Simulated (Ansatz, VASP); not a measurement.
# Two plane-wave programs on CeO2

```xyz
3
Lattice="0.0000 2.7138 2.7138 2.7138 0.0000 2.7138 2.7138 2.7138 0.0000" Properties=species:S:1:pos:R:3 pbc="T T T"
Ce    0.0000    0.0000    0.0000
O     1.3569    1.3569    1.3569
O     4.0708    4.0708    4.0708
```

Alike in both runs: task single point; functional PBE; k mesh 12 × 12 × 12; occupations gaussian, width 0.05 eV; no spin polarisation.

|  | VASP | Ansatz |
| --- | --- | --- |
| version | VASP 6.6.1 | Ansatz 0.2.0 |
| potentials or method | VASP PAW PBE potentials, release 64 (Ce, O), cutoff 520 eV | scalar-relativistic, plane waves, PAW |
| valence electrons in the cell | 24 | 24 |

Ansatz gave:

* gap on the k mesh at the Fermi level (eV): 1.96
* least direct gap on the mesh (eV): 2.06
* pressure (GPa): 3.7

Task: Estimate VASP's values.

Result: gap on the k mesh at the Fermi level (eV): 1.92; least direct gap on the mesh (eV): 2.03; pressure (GPa): 3.6.

Spin-orbit coupling is off throughout.
